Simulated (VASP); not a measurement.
# Pd (Fm-3m) in VASP: notebook

The runs below take Pd through single point, with r2SCAN.

All numbers are computed with VASP 6.6.1; they aren't measurements. Logs are shortened: lines on timing, memory, paths and dates and some standing lists are left out, and cuts for length are marked.

## Step 1: The cell of the first run

The structure is cubic, space group Fm-3m (No. 225). Conventional cell: a = 3.912 Å, b = 3.912 Å, c = 3.912 Å, α = 90.00°, β = 90.00°, γ = 90.00°. Within 3.6 Å of Pd (site symmetry m-3m) lie 12 Pd at 2.77 Å.

## Step 2: Single point, r2SCAN

File POSCAR:

```
Pd
1.0
    0.0000000000      1.9558504376      1.9558504376
    1.9558504376      0.0000000000      1.9558504376
    1.9558504376      1.9558504376      0.0000000000
Pd
1
Direct
    0.0000000000      0.0000000000      0.0000000000
```

File INCAR.step1:

```
PREC     = Accurate       # precision mode
ENCUT    = 520            # plane-wave cutoff, eV
ISMEAR   = 1              # smearing method
SIGMA    = 0.03           # smearing width, eV
LREAL    = False          # projectors in reciprocal space
LASPH    = True           # aspherical terms in the spheres
NELM     = 80             # most SCF steps
NBANDS   = 11             # bands
GGA      = PE             # functional
ALGO     = Normal         # electronic algorithm
EDIFF    = 1E-4           # SCF threshold, eV
LWAVE    = True           # write WAVECAR
LCHARG   = False          # write CHGCAR
```

File INCAR.step2:

```
PREC     = Accurate       # precision mode
ENCUT    = 520            # plane-wave cutoff, eV
EDIFF    = 1E-6           # SCF threshold, eV
ISMEAR   = 1              # smearing method
SIGMA    = 0.03           # smearing width, eV
LREAL    = False          # projectors in reciprocal space
LASPH    = True           # aspherical terms in the spheres
NELM     = 80             # most SCF steps
ALGO     = Normal         # electronic algorithm
ISIF     = 2              # what is computed and relaxed
LWAVE    = False          # write WAVECAR
LCHARG   = False          # write CHGCAR
METAGGA  = R2SCAN         # meta-GGA
LMIXTAU  = True         
NBANDS   = 11             # bands
ISTART   = 1
```

File KPOINTS:

```
regular mesh
0
Gamma
  14 14 14
```

Potentials or basis: VASP PAW PBE potentials, release 64 (Pd).

Command:

```
$ cat potpaw_PBE.64/Pd/POTCAR > POTCAR
$ cp INCAR.step1 INCAR
$ mpirun -np 1 vasp_std > vasp.out
$ cp INCAR.step2 INCAR
$ mpirun -np 1 vasp_std > vasp.out
```

OUTCAR:

```text
PREC = Accurate
   ENCUT = 520
   EDIFF = 1E-6
   ISMEAR = 1
   LREAL = False
   LASPH = True
   NELM = 80
   ISIF = 2
   METAGGA = R2SCAN
   ISTART = 1

 ion  position               nearest neighbor table
   1  0.000  0.000  0.000-

  LATTYP: Found a face centered cubic cell.
 ALAT       =     3.9117008752

  Lattice vectors:

 A1 = (   0.0000000000,   1.9558504376,   1.9558504376)
 A2 = (   1.9558504376,   0.0000000000,   1.9558504376)
 A3 = (   1.9558504376,   1.9558504376,   0.0000000000)

Analysis of symmetry for initial positions (statically):
=====================================================================
 Subroutine PRICEL returns:
 Original cell was already a primitive cell.

 Routine SETGRP: Setting up the symmetry group for a
 face centered cubic supercell.

 Subroutine GETGRP returns: Found 48 space group operations
 (whereof 48 operations were pure point group operations)
 out of a pool of 48 trial point group operations.

The static configuration has the point symmetry O_h .

Analysis of symmetry for dynamics (positions and initial velocities):
=====================================================================
 Subroutine PRICEL returns:
 Original cell was already a primitive cell.

 Routine SETGRP: Setting up the symmetry group for a
 face centered cubic supercell.

 Subroutine GETGRP returns: Found 48 space group operations
 (whereof 48 operations were pure point group operations)
 out of a pool of 48 trial point group operations.

The dynamic configuration has the point symmetry O_h .

 Subroutine INISYM returns: Found 48 space group operations
 (whereof 48 operations are pure point group operations),
 and found     1 'primitive' translations

----------------------------------------------------------------------------------------

                                     Primitive cell

  volume of cell :      14.9636

  direct lattice vectors                    reciprocal lattice vectors
     0.000000000  1.955850438  1.955850438    -0.255643269  0.255643269  0.255643269
     1.955850438  0.000000000  1.955850438     0.255643269 -0.255643269  0.255643269
     1.955850438  1.955850438  0.000000000     0.255643269  0.255643269 -0.255643269

  length of vectors
     2.765990215  2.765990215  2.765990215     0.442787131  0.442787131  0.442787131

  position of ions in fractional coordinates (direct lattice)
     0.000000000  0.000000000  0.000000000

  ion indices of the primitive-cell ions
   primitive index   ion index
                 1           1

----------------------------------------------------------------------------------------

 KPOINTS: regular mesh

Automatic generation of k-mesh.
 Grid dimensions read from file:
 generate k-points for:   14   14   14

 Generating k-lattice:

  Cartesian coordinates                     Fractional coordinates (reciprocal lattice)
    -0.018260234  0.018260234  0.018260234     0.071428571  0.000000000  0.000000000
     0.018260234 -0.018260234  0.018260234     0.000000000  0.071428571  0.000000000
     0.018260234  0.018260234 -0.018260234     0.000000000  0.000000000  0.071428571

  Length of vectors
     0.031627652  0.031627652  0.031627652

  Shift w.r.t. Gamma in fractional coordinates (k-lattice)
     0.000000000  0.000000000  0.000000000

 Subroutine IBZKPT returns following result:
 ===========================================

 Found    104 irreducible k-points:

 Following reciprocal coordinates:
            Coordinates               Weight
  0.000000  0.000000  0.000000      1.000000
  0.071429  0.000000  0.000000      8.000000
  0.142857  0.000000  0.000000      8.000000
  0.214286  0.000000  0.000000      8.000000
  0.285714  0.000000  0.000000      8.000000
  0.357143  0.000000  0.000000      8.000000
[... 16 lines left out ...]
  0.214286  0.142857  0.000000     24.000000
  0.285714  0.142857  0.000000     24.000000
 [... further k-points ...]
   k-points           NKPTS =    104   k-points in BZ     NKDIM =    104   number of bands    NBANDS=     11
   number of dos      NEDOS =    301   number of ions     NIONS =      1
   total plane-waves  NPLWV =  13824
   dimension x,y,z NGX =    24 NGY =   24 NGZ =   24
   dimension x,y,z NGXF=    48 NGYF=   48 NGZF=   48
   ions per type =               1
   NGX,Y,Z   is equivalent  to a cutoff of  14.42, 14.42, 14.42 a.u.
   NGXF,Y,Z  is equivalent  to a cutoff of  28.85, 28.85, 28.85 a.u.
 SYSTEM =  unknown system
   PREC   = accura    normal or accurate (medium, high low for compatibility)
   ISTART =      1    job   : 0-new  1-cont  2-samecut
   ICHARG =      0    charge: 1-file 2-atom 10-const
   ISPIN  =      1    spin polarized calculation?
   LNONCOLLINEAR =      F non collinear calculations
   LSORBIT =      F    spin-orbit coupling
   LASPH  =      T    aspherical Exc in radial PAW
   ENCUT  =  520.0 eV  38.22 Ry    6.18 a.u.   5.14  5.14  5.14*2*pi/ulx,y,z
   NELM   =     80;   NELMIN=  2; NELMDL=  0     # of ELM steps
   EDIFF  = 0.1E-05   stopping-criterion for ELM
   LREAL  =      F    real-space projection
   EDIFFG = 0.1E-04   stopping-criterion for IOM
   NSW    =      0    number of steps for IOM
   IBRION =     -1    ionic relax: 0-MD 1-quasi-New 2-CG
   NFREE  =      0    steps in history (QN), initial steepest desc. (CG)
   ISIF   =      2    stress and relaxation
   ISYM   =      2    0-nonsym 1-usesym 2-fastsym
   POTIM  = 0.5000    time-step for ionic-motion
   TEBEG  =    0.0;   TEEND  =   0.0 temperature during run
   PSTRESS=    0.0 pullay stress
   NELECT =      10.0000    total number of electrons
   NUPDOWN=      -1.0000    fix difference up-down
   EMIN   =  10.00;   EMAX   =-10.00  energy-range for DOS
   EFERMI =   0.00;   METHOD = LEGACY
   ISMEAR =     1;   SIGMA  =   0.03  broadening in eV -4-tet -1-fermi 0-gaus
   EFERMI_NEDOS =   21; number of points for ismear=-14 and -15
   IALGO  =     38    algorithm
   IMIX   =      4    mixing-type and parameters
     AMIX     =   0.40;   BMIX     =  1.00
     AMIX_MAG =   1.60;   BMIX_MAG =  1.00
  volume/ion in A,a.u.               =      14.96       100.98
  Fermi-wavevector in a.u.,A,eV,Ry     =   1.431295  2.704756 27.872973  2.048606
  Thomas-Fermi vector in A             =   2.551047
   LORBIT       =      0    0 simple, 1 ext, 2 COOP (PROOUT), +10 PAW based schemes
   METAGGA = R2SCAN    functional components
   LHFCALC =     F    Hartree Fock is set to
   AEXX    =    0.0000 exact exchange contribution
   IVDW    =     0    specifies the selected vdW correction
   LEPSILON=     F    determine dielectric tensor
   LRPA    =     F    only Hartree local field effects (RPA)
 non-spin polarized calculation
 Methfessel and Paxton  Order N= 1 SIGMA  =   0.03
  energy-cutoff  :      520.00
  volume of cell :       14.96
 maximum number of plane-waves:       415
 NGX is ok and might be reduce to    24
   NGX = 11   NGY = 11   NGZ = 11

 number of electron       9.9999999 magnetization

 Free energy of the ion-electron system (eV)
  ---------------------------------------------------
  ext. energy  EPLUGINS =         0.00000000
  ---------------------------------------------------
  free energy    TOTEN  =       -22.93534655 eV

  energy without entropy =      -22.93540702  energy(sigma->0) =      -22.93536671

 E-fermi :   9.3846     XC(G=0): -14.0196

 val. band max:        9.3799795612   @ k =   0.5000   0.1429   0.0000
 cond. band min:       9.3890608730   @ k =   0.3571   0.2857   0.0714
 fundamental gap:      0.0090813119
 Fermi energy:         9.3846432438

 k-point     1 :       0.0000    0.0000    0.0000
  band No.  band energies     occupation
      1       2.2981      2.00000
      2       6.5315      2.00000
      3       6.5315      2.00000
      4       6.5315      2.00000
      5       8.1049      2.00000
      6       8.1049      2.00000
      7      27.3831      0.00000
      8      31.9226      0.00000
      9      32.2850      0.00000
     10      32.2850      0.00000
     11      32.2850      0.00000

 k-point     2 :       0.0714    0.0000    0.0000
  band No.  band energies     occupation
      1       2.4872      2.00000
      2       6.4669      2.00000
      3       6.5959      2.00000
      4       6.5959      2.00000
      5       8.0755      2.00000
      6       8.0755      2.00000
      7      27.5677      0.00000
      8      31.0645      0.00000
      9      31.9488      0.00000
     10      32.4916      0.00000
     11      32.4916      0.00000

 k-point     3 :       0.1429    0.0000    0.0000
  band No.  band energies     occupation
      1       3.0150      2.00000
      2       6.3335      2.00000
      3       6.7435      2.00000
      4       6.7435      2.00000
      5       8.0371      2.00000
      6       8.0371      2.00000
      7      27.7192      0.00000
      8      29.0662      0.00000
      9      31.9421      0.00000
     10      33.0485      0.00000
     11      33.0485      0.00000

 k-point     4 :       0.2143    0.0000    0.0000
  band No.  band energies     occupation
      1       3.7053      2.00000
      2       6.3526      2.00000
      3       6.8320      2.00000
      4       6.8320      2.00000
      5       8.1370      2.00000
      6       8.1370      2.00000
      7      25.8133      0.00000
      8      28.6132      0.00000
      9      31.9364      0.00000
     10      33.7053      0.00000
     11      33.7053      0.00000
[... 239 lines left out ...]
 k-point    22 :       0.1429    0.1429    0.0000
  band No.  band energies     occupation
      1       3.2571      2.00000
      2       6.0291      2.00000
      3       6.9796      2.00000
      4       6.9796      2.00000
      5       7.6296      2.00000
      6       8.3130      2.00000
      7      28.3573      0.00000
      8      30.1242      0.00000
      9      31.1681      0.00000
     10      31.1681      0.00000
     11      31.9390      0.00000

 k-point    23 :       0.2143    0.1429    0.0000
  band No.  band energies     occupation
      1       3.8116      2.00000
      2       5.8181      2.00000
      3       7.0663      2.00000
      4       7.1832      2.00000
      5       7.6749      2.00000
      6       8.4387      2.00000
      7      27.9318      0.00000
      8      29.0096      0.00000
      9      30.5097      0.00000
     10      31.5212      0.00000
     11      31.9184      0.00000

 k-point    24 :       0.2857    0.1429    0.0000
  band No.  band energies     occupation
      1       4.4094      2.00000
      2       5.7755      2.00000
      3       6.8200      2.00000
      4       7.2545      2.00000
      5       8.3275      2.00000
      6       8.6924      2.00000
      7      25.3618      0.00000
      8      28.7953      0.00000
      9      29.9359      0.00000
     10      31.7334      0.00000
     11      32.1111      0.00000

 [... further k-points ...]

------------------------ aborting loop because EDIFF is reached ----------------------------------------

  FORCE on cell =-STRESS in cart. coord.  units (eV):
  Direction    XX          YY          ZZ          XY          YZ          ZX
  --------------------------------------------------------------------------------------
  -------------------------------------------------------------------------------------
  Total        0.0339078      0.0339078      0.0339078      0.0000000      0.0000000      0.0000000
  in kB        3.6305519      3.6305519      3.6305519      0.0000000      0.0000000      0.0000000
  external PRESSURE =       3.6305519 kB  Pullay stress =       0.0000000 kB

 VOLUME and BASIS-vectors are now :
 -----------------------------------------------------------------------------
  energy-cutoff  :      520.00
  volume of cell :       14.96
      direct lattice vectors                 reciprocal lattice vectors
     0.000000000  1.955850438  1.955850438    -0.255643269  0.255643269  0.255643269
     1.955850438  0.000000000  1.955850438     0.255643269 -0.255643269  0.255643269
     1.955850438  1.955850438  0.000000000     0.255643269  0.255643269 -0.255643269

 POSITION                                       TOTAL-FORCE (eV/Angst)
 -----------------------------------------------------------------------------------
      0.00000      0.00000      0.00000        -0.000000      0.000000      0.000000
 -----------------------------------------------------------------------------------
    total drift:                               -0.000000      0.000000     -0.000000

  FREE ENERGIE OF THE ION-ELECTRON SYSTEM (eV)
  ---------------------------------------------------
  free  energy   TOTEN  =       -22.9353465499 eV

  energy  without entropy=      -22.9354070243  energy(sigma->0) =      -22.93536671
```

It took 22 s on 1 thread of Intel Xeon 6975P-C (Granite Rapids), shared host; peak memory 0.15 GiB.

Results:

```
Free energy            : -22.9353 eV
Pressure               : 0.4 GPa
Band gap on the k mesh : zero (bands 5 and 6 overlap by 1.65 eV)
```

Levels at points of the mesh, in eV from the Fermi level:
```
           k point  band 2  band 3  band 4  band 5  band 6  band 7  band 8  band 9
(0.00, 0.00, 0.00)   -2.85   -2.85   -2.85   -1.28   -1.28   18.00   22.54   22.90
(0.50, 0.00, 0.00)   -2.93   -2.93   -0.04   -0.04    1.31    7.59   17.39   21.97
(0.50, 0.50, 0.00)   -5.15   -0.10    0.30    0.30    3.65   11.15   13.83   13.83
```

Caveat: the PAW data sets were made with another functional, which shifts forces and pressure a little.

## Step 3: Single point, r2SCAN

POSCAR is that of step 2.

File INCAR.step1:

```
SYSTEM = Pd
PREC = Accurate
ENCUT = 520
ISMEAR = 1
SIGMA = 0.1
LREAL = .False.
LASPH = .True.
NELM = 80
NBANDS = 11
GGA = PE
ALGO = Normal
EDIFF = 1E-4
LWAVE = .True.
LCHARG = .False.
```

File INCAR.step2:

```
SYSTEM = Pd
PREC = Accurate
ENCUT = 520
EDIFF = 1E-6
ISMEAR = 1
SIGMA = 0.1
LREAL = .False.
LASPH = .True.
NELM = 80
ALGO = Normal
ISIF = 2
LWAVE = .False.
LCHARG = .False.
METAGGA = R2SCAN
LMIXTAU = .True.
NBANDS = 11
ISTART = 1
```

File KPOINTS:

```
Automatic mesh
0
Gamma
  14 14 14
  0 0 0
```

Potentials or basis: VASP PAW PBE potentials, release 64 (Pd).

Command:

```
$ cat potpaw_PBE.64/Pd/POTCAR > POTCAR
$ cp INCAR.step1 INCAR
$ mpirun -np 1 vasp_std > vasp.out
$ cp INCAR.step2 INCAR
$ mpirun -np 1 vasp_std > vasp.out
```

Run time: 24 s. Hardware: 1 thread of Intel Xeon 6975P-C (Granite Rapids), shared host; peak memory 0.15 GiB.

The run converged. Its results:

```yaml
Free_energy: -22.9357 eV
Pressure: 0.3 GPa
Band_gap_on_the_k_mesh: zero (bands 5 and 6 overlap by 1.65 eV)
```

Levels at points of the mesh, in eV from the Fermi level:
```
           k point  band 3  band 4  band 5  band 6  band 7  band 8
(0.00, 0.00, 0.00)   -2.85   -2.85   -1.28   -1.28   18.00   22.53
(0.50, 0.00, 0.00)   -2.93   -0.04   -0.04    1.31    7.59   17.39
(0.50, 0.50, 0.00)   -0.10    0.30    0.30    3.65   11.15   13.84
```

Caveat: the PAW data sets were made with another functional, which shifts forces and pressure a little.

## Step 4: Single point, r2SCAN

POSCAR is that of step 3.

File INCAR.step1:

```
SYSTEM = Pd
ALGO = Normal
EDIFF = 1E-4
ENCUT = 520
GGA = PE
ISMEAR = 1
LASPH = .TRUE.
LCHARG = .FALSE.
LREAL = .FALSE.
LWAVE = .TRUE.
NBANDS = 11
NELM = 60
PREC = Accurate
SIGMA = 0.2
```

File INCAR.step2:

```
SYSTEM = Pd
ALGO = Normal
EDIFF = 1E-7
ENCUT = 520
ISIF = 2
ISMEAR = 1
ISTART = 1
LASPH = .TRUE.
LCHARG = .TRUE.
LELF = .TRUE.
LMIXTAU = .TRUE.
LREAL = .FALSE.
LVHAR = .TRUE.
LWAVE = .FALSE.
METAGGA = R2SCAN
NBANDS = 11
NELM = 60
PREC = Accurate
SIGMA = 0.2
```

File KPOINTS:

```
k-points
0
G
  14 14 14
  0 0 0
```

Command:

```
$ cat potpaw_PBE.64/Pd/POTCAR > POTCAR
$ cp INCAR.step1 INCAR
$ mpirun -np 1 vasp_std > vasp.out
$ cp INCAR.step2 INCAR
$ mpirun -np 1 vasp_std > vasp.out
```

It took 27 s on 1 thread of Intel Xeon 6975P-C (Granite Rapids), shared host; peak memory 0.15 GiB.

Results (log left out):

- Free energy: -22.9381 eV
- Pressure: 0.4 GPa
- Band gap on the k mesh: zero (bands 5 and 6 overlap by 1.65 eV)

Levels at points of the mesh, in eV from the Fermi level:
```
           k point  band 2  band 3  band 4  band 5  band 6  band 7  band 8  band 9
(0.00, 0.00, 0.00)   -2.86   -2.86   -2.86   -1.28   -1.28   18.00   22.52   22.90
(0.50, 0.00, 0.00)   -2.93   -2.93   -0.04   -0.04    1.31    7.59   17.39   21.97
(0.50, 0.50, 0.00)   -5.15   -0.10    0.30    0.30    3.65   11.15   13.84   13.84
```

Caveat: the PAW data sets were made with another functional, which shifts forces and pressure a little.

## Step 5: Overview

```csv
smearing,gap on the mesh (eV),pressure (GPa)
methfessel-paxton 0.03 eV,none,0.4
methfessel-paxton 0.1 eV,none,0.3
methfessel-paxton 0.2 eV,none,0.4
```

Alike in all rows: task single point; level r2SCAN; potentials or basis VASP PAW PBE potentials, release 64 (Pd); no spin polarisation; cell as given; k mesh 14 × 14 × 14; cutoff (eV) 520.

Caveats: the PAW data sets were made with another functional, which shifts forces and pressure a little.

Total energies depend on the potentials used, so only differences within one code and one set of settings carry meaning.
